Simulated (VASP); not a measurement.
AgB2, 6 atoms in the cell. It takes space group P4_2/mnm (No. 136, tetragonal). Conventional cell: a = 5.290 Å, b = 5.290 Å, c = 2.975 Å, α = 90.00°, β = 90.00°, γ = 90.00°. Ag (site symmetry mmm) has 6 B at 2.14 to 2.19 Å within 2.8 Å. Within 2.8 Å of B (site symmetry m2m) lie 3 Ag at 2.14 to 2.19 Å. 

- Program: VASP 6.6.1
- Task: single point
- Functional: PBEsol
- Potentials or basis: VASP PAW PBE potentials, release 64 (Ag, B)
- Cutoff: 520 eV
- k mesh: 4 × 4 × 7
- Occupations: methfessel-paxton, width 0.05 eV
- Spin: no spin polarisation
- Dipole correction: no
- Further INCAR settings: ALGO = Normal; EDIFF = 1e-07; NBANDS = 26

Potentials or basis: VASP PAW PBE potentials, release 64 (Ag, B).

The run is started by

```bash
$ cat potpaw_PBE.64/Ag/POTCAR potpaw_PBE.64/B/POTCAR > POTCAR
$ mpirun -np 1 vasp_std > vasp.out
```

Hardware: 1 thread of Intel Xeon 8259CL (shared host).

Task: How long does it take, and how much memory?

Result: It took 100 s on 1 thread of Intel Xeon 8259CL (shared host), peak memory 0.21 GiB. Counts: scf iterations 15, k points 24.
